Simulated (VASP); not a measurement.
# CaO (Fm-3m) in VASP: further runs

Runs on CaO. Level: PBEsol. Tasks: single point, relaxation of cell and atoms.

All numbers are computed with VASP 6.6.1; they aren't measurements. Logs are shortened: lines on timing, memory, paths and dates and some standing lists are left out, and cuts for length are marked.

### Step 1. The cell of the first run

The structure is cubic, space group Fm-3m (No. 225). Conventional cell: a = 4.807 Å, b = 4.807 Å, c = 4.807 Å, α = 90.00°, β = 90.00°, γ = 90.00°. Ca (site symmetry m-3m) has 6 O at 2.40 Å within 3.2 Å. Within 3.2 Å of O (site symmetry m-3m) lie 6 Ca at 2.40 Å.

### Step 2. Single point, PBEsol

Input file INCAR:

```
SYSTEM = CaO
ALGO = Normal
EDIFF = 1E-6
ENCUT = 600
GGA = PS
GGA_COMPAT = .FALSE.
ISIF = 2
ISMEAR = 0
LASPH = .TRUE.
LCHARG = .FALSE.
LREAL = .FALSE.
LWAVE = .FALSE.
NBANDS = 15
NELM = 120
PREC = Accurate
SIGMA = 0.1
```

Input file KPOINTS:

```
k-points
0
G
  6 6 6
  0 0 0
```

Input file POSCAR:

```
CaO
1.0
    0.0000000000      2.4035557000      2.4035557000
    2.4035557000      0.0000000000      2.4035557000
    2.4035557000      2.4035557000      0.0000000000
Ca O
1 1
Direct
    0.0000000000      0.0000000000      0.0000000000
    0.5000000000      0.5000000000      0.5000000000
```

Potentials or basis: VASP PAW PBE potentials, release 64 (Ca_sv, O).

Command:

```bash
$ cat potpaw_PBE.64/Ca_sv/POTCAR potpaw_PBE.64/O/POTCAR > POTCAR
$ mpirun -np 1 vasp_std > vasp.out
```

OUTCAR:

```text
SYSTEM = CaO
   EDIFF = 1E-6
   ENCUT = 600
   GGA = PS
   ISIF = 2
   ISMEAR = 0
   LASPH = .TRUE.
   LREAL = .FALSE.
   NELM = 120
   PREC = Accurate

 ion  position               nearest neighbor table
   1  0.000  0.000  0.000-   2 2.40   2 2.40   2 2.40   2 2.40   2 2.40   2 2.40
   2  0.500  0.500  0.500-   1 2.40   1 2.40   1 2.40   1 2.40   1 2.40   1 2.40

  LATTYP: Found a face centered cubic cell.
 ALAT       =     4.8071114000

  Lattice vectors:

 A1 = (   0.0000000000,   2.4035557000,   2.4035557000)
 A2 = (   2.4035557000,   0.0000000000,   2.4035557000)
 A3 = (   2.4035557000,   2.4035557000,   0.0000000000)

Analysis of symmetry for initial positions (statically):
=====================================================================
 Subroutine PRICEL returns:
 Original cell was already a primitive cell.

 Routine SETGRP: Setting up the symmetry group for a
 face centered cubic supercell.

 Subroutine GETGRP returns: Found 48 space group operations
 (whereof 48 operations were pure point group operations)
 out of a pool of 48 trial point group operations.

The static configuration has the point symmetry O_h .

Analysis of symmetry for dynamics (positions and initial velocities):
=====================================================================
 Subroutine PRICEL returns:
 Original cell was already a primitive cell.

 Routine SETGRP: Setting up the symmetry group for a
 face centered cubic supercell.

 Subroutine GETGRP returns: Found 48 space group operations
 (whereof 48 operations were pure point group operations)
 out of a pool of 48 trial point group operations.

The dynamic configuration has the point symmetry O_h .

 Subroutine INISYM returns: Found 48 space group operations
 (whereof 48 operations are pure point group operations),
 and found     1 'primitive' translations

----------------------------------------------------------------------------------------

                                     Primitive cell

  volume of cell :      27.7711

  direct lattice vectors                    reciprocal lattice vectors
     0.000000000  2.403555700  2.403555700    -0.208025135  0.208025135  0.208025135
     2.403555700  0.000000000  2.403555700     0.208025135 -0.208025135  0.208025135
     2.403555700  2.403555700  0.000000000     0.208025135  0.208025135 -0.208025135

  length of vectors
     3.399141069  3.399141069  3.399141069     0.360310104  0.360310104  0.360310104

  position of ions in fractional coordinates (direct lattice)
[... 80 lines left out ...]
   PSTRESS=    0.0 pullay stress
   NELECT =      16.0000    total number of electrons
   NUPDOWN=      -1.0000    fix difference up-down
   EMIN   =  10.00;   EMAX   =-10.00  energy-range for DOS
   EFERMI =   0.00;   METHOD = LEGACY
   ISMEAR =     0;   SIGMA  =   0.10  broadening in eV -4-tet -1-fermi 0-gaus
   EFERMI_NEDOS =   21; number of points for ismear=-14 and -15
   IALGO  =     38    algorithm
   IMIX   =      4    mixing-type and parameters
     AMIX     =   0.40;   BMIX     =  1.00
     AMIX_MAG =   1.60;   BMIX_MAG =  1.00
  volume/ion in A,a.u.               =      13.89        93.70
  Fermi-wavevector in a.u.,A,eV,Ry     =   1.362231  2.574243 25.247954  1.855672
  Thomas-Fermi vector in A             =   2.488738
   LORBIT       =      0    0 simple, 1 ext, 2 COOP (PROOUT), +10 PAW based schemes
   GGA     = PS    functional components
   LHFCALC =     F    Hartree Fock is set to
   AEXX    =    0.0000 exact exchange contribution
   IVDW    =     0    specifies the selected vdW correction
   LEPSILON=     F    determine dielectric tensor
   LRPA    =     F    only Hartree local field effects (RPA)
 non-spin polarized calculation
 Gauss-broadening in eV      SIGMA  =   0.10
  energy-cutoff  :      600.00
  volume of cell :       27.77
 maximum number of plane-waves:       941
   NGX = 13   NGY = 13   NGZ = 13

 number of electron      15.9999997 magnetization

 Free energy of the ion-electron system (eV)
  ---------------------------------------------------
  ext. energy  EPLUGINS =         0.00000000
  ---------------------------------------------------
  free energy    TOTEN  =       -13.41037283 eV

  energy without entropy =      -13.41037283  energy(sigma->0) =      -13.41037283

 E-fermi :   2.6233     XC(G=0): -10.7335

 val. band max:        2.1915020567   @ k =   0.0000   0.0000   0.0000
 cond. band min:       5.7261914079   @ k =   0.5000   0.5000   0.0000
 fundamental gap:      3.5346893512
 Fermi energy:         2.6232921351

 k-point     1 :       0.0000    0.0000    0.0000
  band No.  band energies     occupation
      1     -35.1966      2.00000
      2     -16.0382      2.00000
      3     -16.0382      2.00000
      4     -16.0382      2.00000
      5     -13.2522      2.00000
      6       2.1915      2.00000
      7       2.1915      2.00000
      8       2.1915      2.00000
      9       6.7516      0.00000
     10       8.3838      0.00000
     11       8.3838      0.00000
     12       8.3838      0.00000
     13       9.9193      0.00000
     14       9.9193      0.00000
[... 257 lines left out ...]
      2     -16.5661      2.00000
      3     -16.4345      2.00000
      4     -16.3722      2.00000
      5     -12.6998      2.00000
      6       0.9591      2.00000
      7       1.1016      2.00000
      8       1.3661      2.00000
      9       7.1386      0.00000
     10       9.8280      0.00000
     11      10.5398      0.00000
     12      11.7884      0.00000
     13      11.9300      0.00000
     14      15.0229      0.00000
     15      15.7084      0.00000

------------------------ aborting loop because EDIFF is reached ----------------------------------------

  FORCE on cell =-STRESS in cart. coord.  units (eV):
  Direction    XX          YY          ZZ          XY          YZ          ZX
  --------------------------------------------------------------------------------------
  -------------------------------------------------------------------------------------
  Total       -0.3926459     -0.3926459     -0.3926459     -0.0000000      0.0000000     -0.0000000
  in kB      -22.6526523    -22.6526523    -22.6526523     -0.0000000      0.0000000     -0.0000000
  external PRESSURE =     -22.6526523 kB  Pullay stress =       0.0000000 kB

 VOLUME and BASIS-vectors are now :
 -----------------------------------------------------------------------------
  energy-cutoff  :      600.00
  volume of cell :       27.77
      direct lattice vectors                 reciprocal lattice vectors
     0.000000000  2.403555700  2.403555700    -0.208025135  0.208025135  0.208025135
     2.403555700  0.000000000  2.403555700     0.208025135 -0.208025135  0.208025135
     2.403555700  2.403555700  0.000000000     0.208025135  0.208025135 -0.208025135

 POSITION                                       TOTAL-FORCE (eV/Angst)
 -----------------------------------------------------------------------------------
      0.00000      0.00000      0.00000         0.000000     -0.000000      0.000000
      2.40356      2.40356      2.40356        -0.000000      0.000000     -0.000000
 -----------------------------------------------------------------------------------
    total drift:                                0.000000      0.000000      0.000000

  FREE ENERGIE OF THE ION-ELECTRON SYSTEM (eV)
  ---------------------------------------------------
  free  energy   TOTEN  =       -13.4103728289 eV

  energy  without entropy=      -13.4103728289  energy(sigma->0) =      -13.41037283
```

OSZICAR:

```text
N       E                     dE             d eps       ncg     rms          rms(c)
DAV:   1     0.133568401665E+03    0.13357E+03   -0.88584E+03   480   0.121E+03
DAV:   2    -0.904338682000E+01   -0.14261E+03   -0.13236E+03   599   0.307E+02
DAV:   3    -0.147700249906E+02   -0.57266E+01   -0.56755E+01   578   0.634E+01
DAV:   4    -0.149240252610E+02   -0.15400E+00   -0.15392E+00   650   0.967E+00
DAV:   5    -0.149270245794E+02   -0.29993E-02   -0.29993E-02   558   0.111E+00    0.806E+00
DAV:   6    -0.135092535840E+02    0.14178E+01   -0.43161E+00   537   0.207E+01    0.356E+00
DAV:   7    -0.134269309750E+02    0.82323E-01   -0.37800E-01   558   0.635E+00    0.178E+00
DAV:   8    -0.134112234215E+02    0.15708E-01   -0.73023E-02   613   0.292E+00    0.392E-01
DAV:   9    -0.134100147506E+02    0.12087E-02   -0.50699E-03   487   0.583E-01    0.104E-01
DAV:  10    -0.134104058573E+02   -0.39111E-03   -0.55635E-04   579   0.271E-01    0.518E-02
DAV:  11    -0.134103735981E+02    0.32259E-04   -0.44256E-05   646   0.940E-02    0.683E-03
DAV:  12    -0.134103728289E+02    0.76921E-06   -0.85302E-06   571   0.315E-02
   1 F= -.13410373E+02 E0= -.13410373E+02  d E =-.626595E-11
```

It took 18 s on 1 thread of AMD EPYC 7R13, shared host; peak memory 0.13 GiB.

What came out:

```yaml
Free_energy: -13.4104 eV
Pressure: -2.3 GPa
Band_gap_on_the_k_mesh: 3.53 eV (least direct gap 3.91 eV)
```

Caveat: the PAW data sets were made with another functional, which shifts forces and pressure a little. A k mesh can miss the band edges.

### Step 3. Relaxation of cell and atoms, PBEsol

Input file INCAR:

```
SYSTEM = CaO
ALGO     = Normal         ! electronic algorithm
EDIFF    = 1E-7           ! SCF threshold, eV
EDIFFG   = -0.002         ! ionic threshold
ENCUT    = 600            ! plane-wave cutoff, eV
GGA      = PS             ! functional
GGA_COMPAT= .False.      
IBRION   = 2              ! ionic algorithm
ISIF     = 3              ! what is computed and relaxed
ISMEAR   = 0              ! smearing method
LASPH    = .True.         ! aspherical terms in the spheres
LCHARG   = .False.        ! write CHGCAR
LREAL    = .False.        ! projectors in reciprocal space
LWAVE    = .False.        ! write WAVECAR
NELM     = 120            ! most SCF steps
NELMIN   = 4            
NSW      = 100            ! ionic steps
PREC     = Accurate       ! precision mode
SIGMA    = 0.02           ! smearing width, eV
```

Input file KPOINTS:

```
k-points
0
Gamma
  8 8 8
  0 0 0
```

POSCAR is that of step 2.

Potentials or basis: VASP PAW PBE potentials, release 64 (Ca_sv, O).

Command:

```bash
$ cat potpaw_PBE.64/Ca_sv/POTCAR potpaw_PBE.64/O/POTCAR > POTCAR
$ mpirun -np 1 vasp_std > vasp.out
```

It took 60 s on 1 thread of AMD EPYC 7R13, shared host; peak memory 0.14 GiB.

The run converged. Its results:

* Free energy: -13.4145 eV
* Relaxed volume: 13.61 Å³/atom
* Relaxed cell: a = 3.376 Å, b = 3.376 Å, c = 3.376 Å, α = 60.00°, β = 60.00°, γ = 60.00°
* Space group after relaxing (to 0.1 Å): Fm-3m (No. 225)
* Energy gained by relaxing: 2.0 meV/atom
* Ionic steps: 3
* Pressure after relaxing: 0.0 GPa
* Band gap on the k mesh: 3.53 eV (least direct gap 3.90 eV)

The path:
```tsv
step	energy change (eV)	largest force (eV/Å)	pressure (GPa)	volume (Å³)
1	0.0000	0.0000	-2.23	27.77
2	-0.0033	0.0000	0.93	27.00
3	-0.0040	0.0000	0.00	27.21
```

Final structure:
```yaml
crystal:
  lattice:
    - [0.00000, 2.38736, 2.38736]
    - [2.38736, 0.00000, 2.38736]
    - [2.38736, 2.38736, 0.00000]
  atoms:
    - { symbol: Ca, position: [0.00000, 0.00000, 0.00000] }
    - { symbol: O, position: [0.50000, 0.50000, 0.50000] }
```

Levels at points of the mesh, in eV from the valence-band top:
| k point | band 6 | band 7 | band 8 | band 9 | band 10 | band 11 |
| --- | --- | --- | --- | --- | --- | --- |
| (0.00, 0.00, 0.00) | 0.00 | 0.00 | 0.00 | 4.73 | 6.24 | 6.24 |
| (0.50, 0.00, 0.00) | -2.74 | -1.26 | -1.26 | 7.11 | 8.48 | 8.48 |
| (0.50, 0.50, 0.00) | -1.31 | -0.37 | -0.37 | 3.53 | 8.19 | 9.04 |

Caveat: the PAW data sets were made with another functional, which shifts forces and pressure a little. A k mesh can miss the band edges.
